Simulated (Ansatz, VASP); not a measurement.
## SiSe4: VASP beside Ansatz

```
CELL_PARAMETERS angstrom
4.08317 0.00000 0.00000
0.00000 4.08317 0.00000
0.00000 0.00000 10.36412
ATOMIC_POSITIONS crystal
Si 0.00000 0.00000 0.00000
Se 0.50000 0.50000 0.39369
Se 0.50000 0.50000 0.60631
Se 0.00000 0.00000 0.20305
Se 0.00000 0.00000 0.79695
```

Alike in both runs: task relaxation of cell and atoms; functional PBE; k mesh 10 × 10 × 4; occupations gaussian, width 0.1 eV; no spin polarisation.

```csv
,VASP,Ansatz
version,VASP 6.6.1,Ansatz 0.2.0
potentials or method,"VASP PAW PBE potentials, release 64 (Si, Se), cutoff 600 eV","scalar-relativistic, plane waves, PAW"
valence electrons in the cell,28,68
```

Ansatz gave:

* gap on the k mesh at the Fermi level, each at its own relaxed structure (eV): none
* relaxed volume (Å³/atom): 35.34
* relaxed length of the cell vector where the two differ most in proportion (Å): 11.469

Q: Estimate VASP's values.

A: gap on the k mesh at the Fermi level, each at its own relaxed structure (eV): none; relaxed volume (Å³/atom): 35.22; relaxed length of the cell vector where the two differ most in proportion (Å): 11.455.

A gap of «none» marks a metal or a gap that the smearing closes. VASP's potentials hold 28 valence electrons a cell and Ansatz's 68, so a difference there can come from the potentials and not from the codes.
